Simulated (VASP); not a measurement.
# Ti in VASP: notebook

Ti is run at these levels: PBE; tasks: single point.

Program: VASP 6.6.1. These are calculated values, not measurements. Logs are shortened: lines on timing, memory, paths and dates and some standing lists are left out, and cuts for length are marked.

### Step 1. The cell of the first run

The cell holds a slab with vacuum, 7 atoms: a = 3.282 Å, b = 3.282 Å, c = 24.846 Å, α = 90.00°, β = 90.00°, γ = 90.00°.

### Step 2. Single point, PBE

File INCAR:

```
SYSTEM = Ti
PREC     = Accurate       ! precision mode
ENCUT    = 520            ! plane-wave cutoff, eV
EDIFF    = 1E-7           ! SCF threshold, eV
ISMEAR   = -1             ! smearing method
SIGMA    = 0.05           ! smearing width, eV
LREAL    = .FALSE.        ! projectors in reciprocal space
LASPH    = .TRUE.         ! aspherical terms in the spheres
NELM     = 60             ! most SCF steps
ALGO     = Normal         ! electronic algorithm
ISIF     = 2              ! what is computed and relaxed
LWAVE    = .FALSE.        ! write WAVECAR
LCHARG   = .FALSE.        ! write CHGCAR
LDIPOL   = .TRUE.       
IDIPOL   = 3            
DIPOL    = 0.5 0.5 0.500
GGA      = PE             ! functional
NBANDS   = 51             ! bands
```

File KPOINTS:

```
regular mesh
0
G
  8 8 1
  0 0 0
```

File POSCAR:

```
Ti
1.0
    3.2820000000      0.0000000000      0.0000000000
    0.0000000000      3.2820000000      0.0000000000
    0.0000000000      0.0000000000     24.8460000000
Ti
7
Direct
    0.5000000000      0.5000000000      0.3018594542
    0.0000000000      0.0000000000      0.3679063028
    0.5000000000      0.5000000000      0.4339531514
    0.0000000000      0.0000000000      0.5000000000
    0.5000000000      0.5000000000      0.5660468486
    0.0000000000      0.0000000000      0.6320936972
    0.5000000000      0.5000000000      0.6981405458
```

Potentials or basis: VASP PAW PBE potentials, release 64 (Ti_sv).

Command:

```bash
$ cat potpaw_PBE.64/Ti_sv/POTCAR > POTCAR
$ mpirun -np 1 vasp_std > vasp.out
```

OUTCAR:

```text
SYSTEM = Ti
   PREC = Accurate
   ENCUT = 520
   EDIFF = 1E-7
   ISMEAR = -1
   LREAL = .FALSE.
   LASPH = .TRUE.
   NELM = 60
   ISIF = 2
   GGA = PE

 ion  position               nearest neighbor table
   1  0.500  0.500  0.302-   2 2.84   2 2.84   2 2.84   2 2.84
   2  0.000  0.000  0.368-   3 2.84   3 2.84   3 2.84   3 2.84   1 2.84   1 2.84   1 2.84   1 2.84

   3  0.500  0.500  0.434-   2 2.84   2 2.84   2 2.84   2 2.84   4 2.84   4 2.84   4 2.84   4 2.84

   4  0.000  0.000  0.500-   3 2.84   5 2.84   3 2.84   5 2.84   3 2.84   5 2.84   3 2.84   5 2.84

   5  0.500  0.500  0.566-   6 2.84   6 2.84   6 2.84   6 2.84   4 2.84   4 2.84   4 2.84   4 2.84

   6  0.000  0.000  0.632-   5 2.84   5 2.84   5 2.84   5 2.84   7 2.84   7 2.84   7 2.84   7 2.84

   7  0.500  0.500  0.698-   6 2.84   6 2.84   6 2.84   6 2.84

  LATTYP: Found a simple tetragonal cell.
 ALAT       =     3.2820000000
 C/A-ratio  =     7.5703839122

  Lattice vectors:

 A1 = (   3.2820000000,   0.0000000000,   0.0000000000)
 A2 = (   0.0000000000,   3.2820000000,   0.0000000000)
 A3 = (   0.0000000000,   0.0000000000,  24.8460000000)

Analysis of symmetry for initial positions (statically):
=====================================================================
 Subroutine PRICEL returns:
 Original cell was already a primitive cell.

 Routine SETGRP: Setting up the symmetry group for a
 simple tetragonal supercell.

 Subroutine GETGRP returns: Found 16 space group operations
 (whereof 16 operations were pure point group operations)
 out of a pool of 16 trial point group operations.

The static configuration has the point symmetry D_4h.

Analysis of symmetry for dynamics (positions and initial velocities):
=====================================================================
 Subroutine PRICEL returns:
 Original cell was already a primitive cell.

 Routine SETGRP: Setting up the symmetry group for a
 simple tetragonal supercell.

 Subroutine GETGRP returns: Found 16 space group operations
 (whereof 16 operations were pure point group operations)
 out of a pool of 16 trial point group operations.

The dynamic configuration has the point symmetry D_4h.

 Subroutine INISYM returns: Found 16 space group operations
 (whereof 16 operations are pure point group operations),
 and found     1 'primitive' translations

----------------------------------------------------------------------------------------

                                     Primitive cell

  volume of cell :     267.6293

  direct lattice vectors                    reciprocal lattice vectors
     3.282000000  0.000000000  0.000000000     0.304692261  0.000000000  0.000000000
     0.000000000  3.282000000  0.000000000     0.000000000  0.304692261  0.000000000
     0.000000000  0.000000000 24.846000000     0.000000000  0.000000000  0.040247927

  length of vectors
     3.282000000  3.282000000 24.846000000     0.304692261  0.304692261  0.040247927

  position of ions in fractional coordinates (direct lattice)
     0.500000000  0.500000000  0.301859454
     0.000000000  0.000000000  0.367906303
     0.500000000  0.500000000  0.433953151
     0.000000000  0.000000000  0.500000000
     0.500000000  0.500000000  0.566046849
     0.000000000  0.000000000  0.632093697
     0.500000000  0.500000000  0.698140546

  ion indices of the primitive-cell ions
   primitive index   ion index
                 1           1
                 2           2
                 3           3
                 4           4
                 5           5
                 6           6
                 7           7

----------------------------------------------------------------------------------------

 KPOINTS: regular mesh

Automatic generation of k-mesh.
 Grid dimensions read from file:
 generate k-points for:    8    8    1

 Generating k-lattice:

  Cartesian coordinates                     Fractional coordinates (reciprocal lattice)
     0.038086533  0.000000000  0.000000000     0.125000000  0.000000000  0.000000000
     0.000000000  0.038086533  0.000000000     0.000000000  0.125000000  0.000000000
     0.000000000  0.000000000  0.040247927     0.000000000  0.000000000  1.000000000

  Length of vectors
     0.038086533  0.038086533  0.040247927

  Shift w.r.t. Gamma in fractional coordinates (k-lattice)
     0.000000000  0.000000000  0.000000000

 Subroutine IBZKPT returns following result:
 ===========================================

 Found     15 irreducible k-points:

 Following reciprocal coordinates:
            Coordinates               Weight
  0.000000  0.000000  0.000000      1.000000
  0.125000  0.000000  0.000000      4.000000
  0.250000  0.000000  0.000000      4.000000
  0.375000  0.000000  0.000000      4.000000
  0.500000  0.000000  0.000000      2.000000
  0.125000  0.125000  0.000000      4.000000
  0.250000  0.125000  0.000000      8.000000
  0.375000  0.125000  0.000000      8.000000
  0.500000  0.125000  0.000000      4.000000
  0.250000  0.250000  0.000000      4.000000
  0.375000  0.250000  0.000000      8.000000
  0.500000  0.250000  0.000000      4.000000
  0.375000  0.375000  0.000000      4.000000
  0.500000  0.375000  0.000000      4.000000
  0.500000  0.500000  0.000000      1.000000
   k-points           NKPTS =     15   k-points in BZ     NKDIM =     15   number of bands    NBANDS=     51
   number of dos      NEDOS =    301   number of ions     NIONS =      7
   total plane-waves  NPLWV = 110592
   dimension x,y,z NGX =    24 NGY =   24 NGZ =  192
   dimension x,y,z NGXF=    48 NGYF=   48 NGZF=  384
   ions per type =               7
   NGX,Y,Z   is equivalent  to a cutoff of  12.16, 12.16, 12.85 a.u.
   NGXF,Y,Z  is equivalent  to a cutoff of  24.31, 24.31, 25.69 a.u.
 SYSTEM =  Ti
   PREC   = accura    normal or accurate (medium, high low for compatibility)
   ISTART =      0    job   : 0-new  1-cont  2-samecut
   ICHARG =      2    charge: 1-file 2-atom 10-const
   ISPIN  =      1    spin polarized calculation?
   LNONCOLLINEAR =      F non collinear calculations
   LSORBIT =      F    spin-orbit coupling
   LASPH  =      T    aspherical Exc in radial PAW
   ENCUT  =  520.0 eV  38.22 Ry    6.18 a.u.   6.10  6.10 46.20*2*pi/ulx,y,z
   NELM   =     60;   NELMIN=  2; NELMDL= -5     # of ELM steps
   EDIFF  = 0.1E-06   stopping-criterion for ELM
   LREAL  =      F    real-space projection
   EDIFFG = 0.1E-05   stopping-criterion for IOM
   NSW    =      0    number of steps for IOM
   IBRION =     -1    ionic relax: 0-MD 1-quasi-New 2-CG
   NFREE  =      0    steps in history (QN), initial steepest desc. (CG)
   ISIF   =      2    stress and relaxation
   ISYM   =      2    0-nonsym 1-usesym 2-fastsym
   POTIM  = 0.5000    time-step for ionic-motion
   TEBEG  =    0.0;   TEEND  =   0.0 temperature during run
   PSTRESS=    0.0 pullay stress
   NELECT =      84.0000    total number of electrons
   NUPDOWN=      -1.0000    fix difference up-down
   EMIN   =  10.00;   EMAX   =-10.00  energy-range for DOS
   EFERMI =   0.00;   METHOD = LEGACY
   ISMEAR =    -1;   SIGMA  =   0.05  broadening in eV -4-tet -1-fermi 0-gaus
   EFERMI_NEDOS =   21; number of points for ismear=-14 and -15
   IALGO  =     38    algorithm
   IMIX   =      4    mixing-type and parameters
     AMIX     =   0.40;   BMIX     =  1.00
     AMIX_MAG =   1.60;   BMIX_MAG =  1.00
  volume/ion in A,a.u.               =      38.23       258.01
  Fermi-wavevector in a.u.,A,eV,Ry     =   1.112560  2.102433 16.841147  1.237789
  Thomas-Fermi vector in A             =   2.249135
   LORBIT       =      0    0 simple, 1 ext, 2 COOP (PROOUT), +10 PAW based schemes
   GGA     = PE    functional components
   LHFCALC =     F    Hartree Fock is set to
   AEXX    =    0.0000 exact exchange contribution
   IVDW    =     0    specifies the selected vdW correction
   LEPSILON=     F    determine dielectric tensor
   LRPA    =     F    only Hartree local field effects (RPA)
 non-spin polarized calculation
  energy-cutoff  :      520.00
  volume of cell :      267.63
 maximum number of plane-waves:      7256
   NGX = 13   NGY = 13   NGZ = 93

 dipolmoment           0.000000      0.000000      0.000000 electrons x Angstroem

 number of electron      84.0000052 magnetization

 dipolmoment           0.000000      0.000000     -0.000000 electrons x Angstroem

 Free energy of the ion-electron system (eV)
  ---------------------------------------------------
  ext. energy  EPLUGINS =         0.00000000
  ---------------------------------------------------
  free energy    TOTEN  =       -51.88433035 eV

  energy without entropy =      -51.74317660  energy(sigma->0) =      -51.81375348

 E-fermi :   2.0306     XC(G=0):  -6.1777

 val. band max:        2.0189642844   @ k =   0.3750   0.2500   0.0000
 cond. band min:       2.0319654089   @ k =   0.3750   0.3750   0.0000
 fundamental gap:      0.0130011244
 Fermi energy:         2.0306044004

 k-point     1 :       0.0000    0.0000    0.0000
  band No.  band energies     occupation
      1     -55.0640      2.00000
      2     -55.0640      2.00000
      3     -54.5166      2.00000
      4     -54.4783      2.00000
      5     -54.4209      2.00000
      6     -54.3751      2.00000
[... 43 lines left out ...]
     50       3.2526      0.00000
     51       3.2781      0.00000

 k-point     2 :       0.1250    0.0000    0.0000
  band No.  band energies     occupation
      1     -55.0621      2.00000
      2     -55.0621      2.00000
      3     -54.5086      2.00000
      4     -54.4733      2.00000
      5     -54.4199      2.00000
      6     -54.3779      2.00000
[... 43 lines left out ...]
     50       3.1883      0.00000
     51       3.2758      0.00000

 k-point     3 :       0.2500    0.0000    0.0000
  band No.  band energies     occupation
      1     -55.0576      2.00000
      2     -55.0576      2.00000
      3     -54.4865      2.00000
      4     -54.4597      2.00000
      5     -54.4177      2.00000
      6     -54.3865      2.00000
[... 43 lines left out ...]
     50       3.3149      0.00000
     51       3.3287      0.00000
[... 541 lines left out ...]
 k-point    14 :       0.5000    0.3750    0.0000
  band No.  band energies     occupation
      1     -55.0437      2.00000
      2     -55.0437      2.00000
      3     -54.4152      2.00000
      4     -54.4146      2.00000
      5     -54.4134      2.00000
      6     -54.4088      2.00000
[... 43 lines left out ...]
     50       3.7018      0.00000
     51       3.7515      0.00000

 k-point    15 :       0.5000    0.5000    0.0000
  band No.  band energies     occupation
      1     -55.0424      2.00000
      2     -55.0424      2.00000
      3     -54.4138      2.00000
      4     -54.4132      2.00000
      5     -54.4120      2.00000
      6     -54.4074      2.00000
[... 43 lines left out ...]
     50       3.9854      0.00000
     51       3.9854      0.00000

------------------------ aborting loop because EDIFF is reached ----------------------------------------

 vacuum level on the upper side and lower side of the slab       (xc-potential included)        -0.141        -0.141

  FORCE on cell =-STRESS in cart. coord.  units (eV):
  Direction    XX          YY          ZZ          XY          YZ          ZX
  --------------------------------------------------------------------------------------
  -------------------------------------------------------------------------------------
  Total       -6.5121680     -6.5121680     -3.6074224      0.0000000     -0.0000000      0.0000000
  in kB      -38.9854496    -38.9854496    -21.5960315      0.0000000     -0.0000000      0.0000000
  external PRESSURE =     -33.1889769 kB  Pullay stress =       0.0000000 kB

 VOLUME and BASIS-vectors are now :
 -----------------------------------------------------------------------------
  energy-cutoff  :      520.00
  volume of cell :      267.63
      direct lattice vectors                 reciprocal lattice vectors
     3.282000000  0.000000000  0.000000000     0.304692261  0.000000000  0.000000000
     0.000000000  3.282000000  0.000000000     0.000000000  0.304692261  0.000000000
     0.000000000  0.000000000 24.846000000     0.000000000  0.000000000  0.040247927

 POSITION                                       TOTAL-FORCE (eV/Angst)
 -----------------------------------------------------------------------------------
      1.64100      1.64100      7.50000        -0.000000      0.000000      0.622849
      0.00000      0.00000      9.14100        -0.000000     -0.000000     -0.373786
      1.64100      1.64100     10.78200        -0.000000      0.000000     -0.034504
      0.00000      0.00000     12.42300        -0.000000     -0.000000      0.000000
      1.64100      1.64100     14.06400        -0.000000     -0.000000      0.034504
      0.00000      0.00000     15.70500        -0.000000     -0.000000      0.373786
      1.64100      1.64100     17.34600         0.000000     -0.000000     -0.622849
 -----------------------------------------------------------------------------------
    total drift:                                0.000000     -0.000000      0.000000

  FREE ENERGIE OF THE ION-ELECTRON SYSTEM (eV)
  ---------------------------------------------------
  free  energy   TOTEN  =       -51.8843303473 eV

  energy  without entropy=      -51.7431766031  energy(sigma->0) =      -51.81375348

 vacuum level on the upper side and lower side of the slab         5.137         5.137
```

Run time: 4.8 min. Hardware: 1 thread of Intel Xeon Platinum 8488C (Sapphire Rapids), shared host; peak memory 0.39 GiB.

Results:

```
Free energy            : -51.8843 eV
Largest force          : 0.623 eV/Å
Band gap on the k mesh : zero (band 42 reaches 2.90 eV, above the bottom of band 43 at 1.59 eV)
```

Forces in eV/Å, atoms in the order of the input:
```
Ti   0.000  0.000  0.623
Ti   0.000  0.000 -0.374
Ti   0.000  0.000 -0.035
Ti   0.000  0.000  0.000
Ti   0.000  0.000  0.035
Ti   0.000  0.000  0.374
Ti   0.000  0.000 -0.623
```

Levels at points of the mesh, in eV from the Fermi level:
```tsv
k point	band 39	band 40	band 41	band 42	band 43	band 44
(0.00, 0.00, 0.00)	-0.07	0.21	0.22	0.87	0.87	0.88
(0.50, 0.00, 0.00)	-0.22	-0.03	0.03	0.10	0.18	0.31
(0.50, 0.50, 0.00)	-0.59	-0.53	-0.53	-0.44	-0.44	-0.12
```

(Continued in part 2 of 2.)
